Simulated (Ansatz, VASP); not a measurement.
## AlN: VASP beside Ansatz

INCAR

```
SYSTEM = AlN
PREC     = Accurate       ! precision mode
ENCUT    = 600            ! plane-wave cutoff, eV
EDIFF    = 1E-7           ! SCF threshold, eV
ISMEAR   = 0              ! smearing method
SIGMA    = 0.02           ! smearing width, eV
LREAL    = .False.        ! projectors in reciprocal space
LASPH    = .True.         ! aspherical terms in the spheres
NELM     = 60             ! most SCF steps
ALGO     = Normal         ! electronic algorithm
ISIF     = 3              ! what is computed and relaxed
LWAVE    = .False.        ! write WAVECAR
LCHARG   = .False.        ! write CHGCAR
GGA      = PE             ! functional
IBRION   = 2              ! ionic algorithm
NSW      = 65             ! ionic steps
EDIFFG   = -0.01          ! ionic threshold
```

KPOINTS

```
regular mesh
0
Gamma
  9 9 2
  0 0 0
```

The input POSCAR:

```
AlN
1.0
    3.1301886382      0.0000000000      0.0000000000
   -1.5650943191      2.7108228793      0.0000000000
    0.0000000000      0.0000000000     17.5635647979
Al N
7 7
Direct
    0.0000000000      0.0000000000      0.0000000000
    0.3333333333      0.6666666667      0.1428571429
    0.0000000000      0.0000000000      0.2857142857
    0.3333333333      0.6666666667      0.4285714286
    0.0000000000      0.0000000000      0.5714285714
    0.6666666667      0.3333333333      0.7142857143
    0.3333333333      0.6666666667      0.8571428571
    0.0000000000      0.0000000000      0.1071428571
    0.3333333333      0.6666666667      0.2500000000
    0.0000000000      0.0000000000      0.3928571429
    0.3333333333      0.6666666667      0.5357142857
    0.0000000000      0.0000000000      0.6785714286
    0.6666666667      0.3333333333      0.8214285714
    0.3333333333      0.6666666667      0.9642857143
```

Input for Ansatz:

```yaml
crystal:
  lattice:
    - [3.1301886382, 0.0, 0.0]
    - [-1.5650943191, 2.7108228793, 0.0]
    - [0.0, 0.0, 17.5635647979]
  atoms:
    - { symbol: Al, position: [0.0, 0.0, 0.0] }
    - { symbol: "N", position: [0.0, 0.0, 0.1071428571] }
    - { symbol: Al, position: [0.3333333333, 0.6666666667, 0.1428571429] }
    - { symbol: "N", position: [0.3333333333, 0.6666666667, 0.25] }
    - { symbol: Al, position: [0.0, 0.0, 0.2857142857] }
    - { symbol: "N", position: [0.0, 0.0, 0.3928571429] }
    - { symbol: Al, position: [0.3333333333, 0.6666666667, 0.4285714286] }
    - { symbol: "N", position: [0.3333333333, 0.6666666667, 0.5357142857] }
    - { symbol: Al, position: [0.0, 0.0, 0.5714285714] }
    - { symbol: "N", position: [0.0, 0.0, 0.6785714286] }
    - { symbol: Al, position: [0.6666666667, 0.3333333333, 0.7142857143] }
    - { symbol: "N", position: [0.6666666667, 0.3333333333, 0.8214285714] }
    - { symbol: Al, position: [0.3333333333, 0.6666666667, 0.8571428571] }
    - { symbol: "N", position: [0.3333333333, 0.6666666667, 0.9642857143] }
basis:
  ecutwfc: 420
kpoints:
  mp_grid: { grid: [9, 9, 2] }
hamiltonian:
  xc: pbe
scf:
  occupations: { method: gaussian, width: 0.02 }
output:
  forces: true
  stress: true
  eigenvalues: true
  populations: true
relax:
  adjacent_minimum: "off"
  f_tol: 0.01
  max_steps: 45
  cell: { stress_tol: 0.05 }
```

Alike in both runs: task relaxation of cell and atoms; functional PBE; k mesh 9 × 9 × 2; occupations gaussian, width 0.02 eV; no spin polarisation.

|  | VASP | Ansatz |
| --- | --- | --- |
| version | VASP 6.6.1 | Ansatz 0.2.0 |
| potentials or method | VASP PAW PBE potentials, release 64 (Al, N), cutoff 600 eV | scalar-relativistic, plane waves, PAW |
| valence electrons in the cell | 56 | 56 |

```csv
,VASP,Ansatz,Ansatz less VASP
"gap on the k mesh at the Fermi level, each at its own relaxed structure (eV)",3.79,3.79,+0.003
relaxed volume (Å³/atom),10.64,10.66,+0.022
relaxed cell length with the largest relative difference (Å),3.120,3.122,+0.0023
```
